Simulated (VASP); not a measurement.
# Mg (I4/mmm) in VASP: single point with PBEsol

Aim: the single point of Mg with PBEsol.

Program: VASP 6.6.1. These are calculated values, not measurements. Logs are shortened: lines on timing, memory, paths and dates and some standing lists are left out, and cuts for length are marked.

### 1 The cell of the first run

Symmetry: I4/mmm, No. 139, tetragonal system. The conventional cell has a = 5.270 Å, b = 5.270 Å, c = 7.425 Å, α = 90.00°, β = 90.00°, γ = 90.00°. Within 4.2 Å of Mg (site symmetry 4/mmm) lie 8 Mg at 3.22 Å. Mg (site symmetry -4m2) has 10 Mg at 3.22 to 3.73 Å within 4.2 Å.

### 2 Single point, PBEsol

File INCAR:

```
  PREC = Accurate
  ENCUT = 520
  EDIFF = 1E-6
  ISMEAR = -1
  SIGMA = 0.1
  LREAL = F
  LASPH = T
  NELM = 80
  ALGO = Normal
  ISIF = 2
  LWAVE = F
  LCHARG = T
  GGA = PS
  LELF = T
  LVHAR = T
  NBANDS = 10
```

File KPOINTS:

```
regular mesh
0
Gamma
  6 6 6
```

File POSCAR:

```
Mg
1.0
   -2.6347529500      2.6347529500      3.7126076600
    2.6347529500     -2.6347529500      3.7126076600
    2.6347529500      2.6347529500     -3.7126076600
Mg
3
Direct
    0.5000000000      0.5000000000      0.0000000000
    0.2500000000      0.7500000000      0.5000000000
    0.7500000000      0.2500000000      0.5000000000
```

Potentials or basis: VASP PAW PBE potentials, release 64 (Mg).

The run is started by

```sh
> cat potpaw_PBE.64/Mg/POTCAR > POTCAR
> mpirun -np 1 vasp_std > vasp.out
```

OUTCAR:

```text
PREC = Accurate
   ENCUT = 520
   EDIFF = 1E-6
   ISMEAR = -1
   LREAL = F
   LASPH = T
   NELM = 80
   ISIF = 2
   GGA = PS

 ion  position               nearest neighbor table
   1  0.500  0.500  0.000-   2 3.22   3 3.22   2 3.22   3 3.22   2 3.22   3 3.22   2 3.22   3 3.22

   2  0.250  0.750  0.500-   1 3.22   1 3.22   1 3.22   1 3.22
   3  0.750  0.250  0.500-   1 3.22   1 3.22   1 3.22   1 3.22

  LATTYP: Found a body centered tetragonal cell.
 ALAT       =     5.2695059000
 C/A-ratio  =     1.4090913761

  Lattice vectors:

 A1 = (  -2.6347529500,   2.6347529500,   3.7126076600)
 A2 = (   2.6347529500,  -2.6347529500,   3.7126076600)
 A3 = (   2.6347529500,   2.6347529500,  -3.7126076600)

Analysis of symmetry for initial positions (statically):
=====================================================================
 Subroutine PRICEL returns:
 Original cell was already a primitive cell.

 Routine SETGRP: Setting up the symmetry group for a
 body centered tetragonal supercell.

 Subroutine GETGRP returns: Found 16 space group operations
 (whereof 16 operations were pure point group operations)
 out of a pool of 16 trial point group operations.

The static configuration has the point symmetry D_4h.

Analysis of symmetry for dynamics (positions and initial velocities):
=====================================================================
 Subroutine PRICEL returns:
 Original cell was already a primitive cell.

 Routine SETGRP: Setting up the symmetry group for a
 body centered tetragonal supercell.

 Subroutine GETGRP returns: Found 16 space group operations
 (whereof 16 operations were pure point group operations)
 out of a pool of 16 trial point group operations.

The dynamic configuration has the point symmetry D_4h.

 Subroutine INISYM returns: Found 16 space group operations
 (whereof 16 operations are pure point group operations),
 and found     1 'primitive' translations

----------------------------------------------------------------------------------------

                                     Primitive cell

  volume of cell :     103.0905

  direct lattice vectors                    reciprocal lattice vectors
    -2.634752950  2.634752950  3.712607660     0.000000000  0.189771113  0.134676229
     2.634752950 -2.634752950  3.712607660     0.189771113  0.000000000  0.134676229
     2.634752950  2.634752950 -3.712607660     0.189771113  0.189771113  0.000000000

  length of vectors
     5.259971659  5.259971659  5.259971659     0.232703163  0.232703163  0.268376882

  position of ions in fractional coordinates (direct lattice)
     0.500000000  0.500000000  0.000000000
     0.250000000  0.750000000  0.500000000
     0.750000000  0.250000000  0.500000000

  ion indices of the primitive-cell ions
   primitive index   ion index
                 1           1
                 2           2
                 3           3

----------------------------------------------------------------------------------------

 KPOINTS: regular mesh

Automatic generation of k-mesh.
 Grid dimensions read from file:
 generate k-points for:    6    6    6

 Generating k-lattice:

  Cartesian coordinates                     Fractional coordinates (reciprocal lattice)
     0.000000000  0.031628519  0.022446038     0.166666667  0.000000000  0.000000000
     0.031628519  0.000000000  0.022446038     0.000000000  0.166666667  0.000000000
     0.031628519  0.031628519  0.000000000     0.000000000  0.000000000  0.166666667

  Length of vectors
     0.038783860  0.038783860  0.044729480

  Shift w.r.t. Gamma in fractional coordinates (k-lattice)
     0.000000000  0.000000000  0.000000000

 Subroutine IBZKPT returns following result:
 ===========================================

 Found     30 irreducible k-points:

 Following reciprocal coordinates:
            Coordinates               Weight
  0.000000  0.000000  0.000000      1.000000
  0.166667 -0.000000  0.000000      8.000000
  0.333333  0.000000  0.000000      8.000000
  0.500000 -0.000000  0.000000      4.000000
  0.166667  0.166667  0.000000      8.000000
  0.333333  0.166667  0.000000     16.000000
[... 16 lines left out ...]
 -0.333333 -0.333333  0.166667      8.000000
 -0.166667 -0.333333  0.166667      8.000000
 [... further k-points ...]
   k-points           NKPTS =     30   k-points in BZ     NKDIM =     30   number of bands    NBANDS=     10
   number of dos      NEDOS =    301   number of ions     NIONS =      3
   total plane-waves  NPLWV =  64000
   dimension x,y,z NGX =    40 NGY =   40 NGZ =   40
   dimension x,y,z NGXF=    80 NGYF=   80 NGZF=   80
   ions per type =               3
   NGX,Y,Z   is equivalent  to a cutoff of  12.64, 12.64, 12.64 a.u.
   NGXF,Y,Z  is equivalent  to a cutoff of  25.28, 25.28, 25.28 a.u.
 SYSTEM =  unknown system
   PREC   = accura    normal or accurate (medium, high low for compatibility)
   ISTART =      0    job   : 0-new  1-cont  2-samecut
   ICHARG =      2    charge: 1-file 2-atom 10-const
   ISPIN  =      1    spin polarized calculation?
   LNONCOLLINEAR =      F non collinear calculations
   LSORBIT =      F    spin-orbit coupling
   LASPH  =      T    aspherical Exc in radial PAW
   ENCUT  =  520.0 eV  38.22 Ry    6.18 a.u.   9.78  9.78  9.78*2*pi/ulx,y,z
   NELM   =     80;   NELMIN=  2; NELMDL= -5     # of ELM steps
   EDIFF  = 0.1E-05   stopping-criterion for ELM
   LREAL  =      F    real-space projection
   EDIFFG = 0.1E-04   stopping-criterion for IOM
   NSW    =      0    number of steps for IOM
   IBRION =     -1    ionic relax: 0-MD 1-quasi-New 2-CG
   NFREE  =      0    steps in history (QN), initial steepest desc. (CG)
   ISIF   =      2    stress and relaxation
   ISYM   =      2    0-nonsym 1-usesym 2-fastsym
   POTIM  = 0.5000    time-step for ionic-motion
   TEBEG  =    0.0;   TEEND  =   0.0 temperature during run
   PSTRESS=    0.0 pullay stress
   NELECT =       6.0000    total number of electrons
   NUPDOWN=      -1.0000    fix difference up-down
   EMIN   =  10.00;   EMAX   =-10.00  energy-range for DOS
   EFERMI =   0.00;   METHOD = LEGACY
   ISMEAR =    -1;   SIGMA  =   0.10  broadening in eV -4-tet -1-fermi 0-gaus
   EFERMI_NEDOS =   21; number of points for ismear=-14 and -15
   IALGO  =     38    algorithm
   IMIX   =      4    mixing-type and parameters
     AMIX     =   0.40;   BMIX     =  1.00
     AMIX_MAG =   1.60;   BMIX_MAG =  1.00
  volume/ion in A,a.u.               =      34.36       231.90
  Fermi-wavevector in a.u.,A,eV,Ry     =   0.634433  1.198904  5.476413  0.402505
  Thomas-Fermi vector in A             =   1.698426
   LORBIT       =      0    0 simple, 1 ext, 2 COOP (PROOUT), +10 PAW based schemes
   GGA     = PS    functional components
   LHFCALC =     F    Hartree Fock is set to
   AEXX    =    0.0000 exact exchange contribution
   IVDW    =     0    specifies the selected vdW correction
   LEPSILON=     F    determine dielectric tensor
   LRPA    =     F    only Hartree local field effects (RPA)
 non-spin polarized calculation
  energy-cutoff  :      520.00
  volume of cell :      103.09
 maximum number of plane-waves:      2794
   NGX = 19   NGY = 19   NGZ = 19

 number of electron       6.0000000 magnetization

 Free energy of the ion-electron system (eV)
  ---------------------------------------------------
  ext. energy  EPLUGINS =         0.00000000
  ---------------------------------------------------
  free energy    TOTEN  =        -3.96380545 eV

  energy without entropy =       -3.89468887  energy(sigma->0) =       -3.92924716

 E-fermi :   0.5961     XC(G=0):  -7.2572

 val. band max:        0.5564080461   @ k =  -0.3333  -0.3333   0.1667
 cond. band min:       0.5980272434   @ k =  -0.3333   0.5000   0.3333
 fundamental gap:      0.0416191973
 Fermi energy:         0.5961266596

 k-point     1 :       0.0000    0.0000    0.0000
  band No.  band energies     occupation
      1      -4.7430      2.00000
      2       2.6182      0.00000
      3       2.6334      0.00000
      4       2.6334      0.00000
      5       2.9513      0.00000
      6       2.9513      0.00000
      7       2.9657      0.00000
      8       3.3960      0.00000
      9       4.8535      0.00000
     10       5.7572      0.00000

 k-point     2 :       0.1667   -0.0000    0.0000
  band No.  band energies     occupation
      1      -4.5241      2.00000
      2       0.7126      0.47549
      3       2.1620      0.00000
      4       2.1672      0.00000
      5       2.8195      0.00000
      6       3.4639      0.00000
      7       3.4712      0.00000
      8       4.6487      0.00000
      9       4.9222      0.00000
     10       4.9379      0.00000

 k-point     3 :       0.3333    0.0000    0.0000
  band No.  band energies     occupation
      1      -3.8796      2.00000
      2      -1.1617      2.00000
      3       1.8672      0.00001
      4       1.8822      0.00001
      5       2.4847      0.00000
      6       3.1320      0.00000
      7       3.1509      0.00000
      8       4.5497      0.00000
      9       5.7787      0.00000
     10       5.7937      0.00000

 k-point     4 :       0.5000   -0.0000    0.0000
  band No.  band energies     occupation
      1      -3.0896      2.00000
      2      -2.3686      2.00000
      3       1.8024      0.00001
      4       1.8227      0.00001
      5       2.3757      0.00000
      6       2.8478      0.00000
      7       2.8641      0.00000
      8       4.2958      0.00000
      9       7.5646      0.00000
     10       7.5980      0.00000
[... 222 lines left out ...]
 k-point    22 :      -0.1667    0.5000    0.1667
  band No.  band energies     occupation
      1      -3.0756      2.00000
      2      -1.9724      2.00000
      3       0.4064      1.73926
      4       1.1776      0.00595
      5       2.0344      0.00000
      6       3.8752      0.00000
      7       4.0415      0.00000
      8       5.1090      0.00000
      9       5.6669      0.00000
     10       7.4180      0.00000

 k-point    23 :      -0.3333   -0.3333    0.1667
  band No.  band energies     occupation
      1      -3.3036      2.00000
      2      -0.8019      2.00000
      3      -0.5934      1.99999
      4       0.5564      1.19602
      5       2.6008      0.00000
      6       3.6213      0.00000
      7       3.7919      0.00000
      8       5.7365      0.00000
      9       6.8118      0.00000
     10       7.1706      0.00000

 k-point    24 :      -0.1667   -0.3333    0.1667
  band No.  band energies     occupation
      1      -3.9430      2.00000
      2      -0.4271      1.99993
      3       0.9444      0.05961
      4       1.1321      0.00936
      5       1.9972      0.00000
      6       3.6250      0.00000
      7       4.3466      0.00000
      8       4.4952      0.00000
      9       5.7894      0.00000
     10       6.5004      0.00000

 [... further k-points ...]
[... 5 lines left out ...]
  --------------------------------------------------------------------------------------
  -------------------------------------------------------------------------------------
  Total       -2.3621398     -2.3621398     -2.3677259      0.0000000      0.0000000      0.0000000
  in kB      -36.7110943    -36.7110943    -36.7979109      0.0000000      0.0000000      0.0000000
  external PRESSURE =     -36.7400332 kB  Pullay stress =       0.0000000 kB

 VOLUME and BASIS-vectors are now :
 -----------------------------------------------------------------------------
  energy-cutoff  :      520.00
  volume of cell :      103.09
      direct lattice vectors                 reciprocal lattice vectors
    -2.634752950  2.634752950  3.712607660     0.000000000  0.189771113  0.134676229
     2.634752950 -2.634752950  3.712607660     0.189771113  0.000000000  0.134676229
     2.634752950  2.634752950 -3.712607660     0.189771113  0.189771113  0.000000000

 POSITION                                       TOTAL-FORCE (eV/Angst)
 -----------------------------------------------------------------------------------
      0.00000      0.00000      3.71261        -0.000000     -0.000000      0.000000
      2.63475      0.00000      1.85630        -0.000000      0.000000     -0.000000
      0.00000      2.63475      1.85630         0.000000     -0.000000      0.000000
 -----------------------------------------------------------------------------------
    total drift:                                0.000000      0.000000     -0.000000

  FREE ENERGIE OF THE ION-ELECTRON SYSTEM (eV)
  ---------------------------------------------------
  free  energy   TOTEN  =        -3.9638054471 eV

  energy  without entropy=       -3.8946888708  energy(sigma->0) =       -3.92924716
```

Wall time 36 s (1 thread of AMD EPYC 7R43 (Zen 3), shared host); peak memory 0.2 GiB.

What came out:

| Quantity | Value |
| --- | --- |
| Free energy | -3.9638 eV |
| Pressure | -3.7 GPa |
| Band gap on the k mesh | zero (band 3 reaches 2.63 eV, above the bottom of band 4 at -0.22 eV) |

Caveat: the PAW data sets were made with another functional, which shifts forces and pressure a little.
